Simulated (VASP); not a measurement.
Write the native input for VASP 6.6.1 that does the following.

```
Task                   : single point
Functional             : LDA
Potentials or basis    : VASP PAW LDA potentials, release 64 (Tl_d)
Cutoff                 : 520 eV
k mesh                 : 9 × 9 × 5
Occupations            : gaussian, width 0.1 eV
Spin                   : no spin polarisation
Dipole correction      : no
Further INCAR settings : ALGO = Fast; EDIFF = 1e-07; NBANDS = 20
```

The structure of Tl lies in POSCAR:

```
Tl
1.0
    3.4560000000      0.0000000000      0.0000000000
   -1.7280000000      2.9929837955      0.0000000000
    0.0000000000      0.0000000000      5.5250000000
Tl
2
Direct
    0.6666666667      0.3333333333      0.7500000000
    0.3333333333      0.6666666667      0.2500000000
```

One way to write it, as run:

INCAR

```
SYSTEM = Tl
ALGO = Fast
EDIFF = 1E-7
ENCUT = 520
ISIF = 2
ISMEAR = 0
LASPH = .True.
LCHARG = .False.
LREAL = .False.
LWAVE = .False.
NBANDS = 20
NELM = 60
PREC = Accurate
SIGMA = 0.1
```

KPOINTS

```
k-points
0
Gamma
  9 9 5
  0 0 0
```

Potentials or basis: VASP PAW LDA potentials, release 64 (Tl_d).

Launch:

```bash
$ cat potpaw_LDA.64/Tl_d/POTCAR > POTCAR
$ mpirun -np 1 vasp_std > vasp.out
```

Results of the run:

```json
{"Pressure": "-1.5 GPa", "Band gap on the k mesh": "zero (bands 13 and 14 overlap by 3.67 eV)"}
```

Caveat: spin-orbit coupling is left out, which moves the levels of the heavy elements.

Run time: 62 s on 1 thread of Intel Xeon 8259CL, with other jobs on the host, peak memory 0.17 GiB.
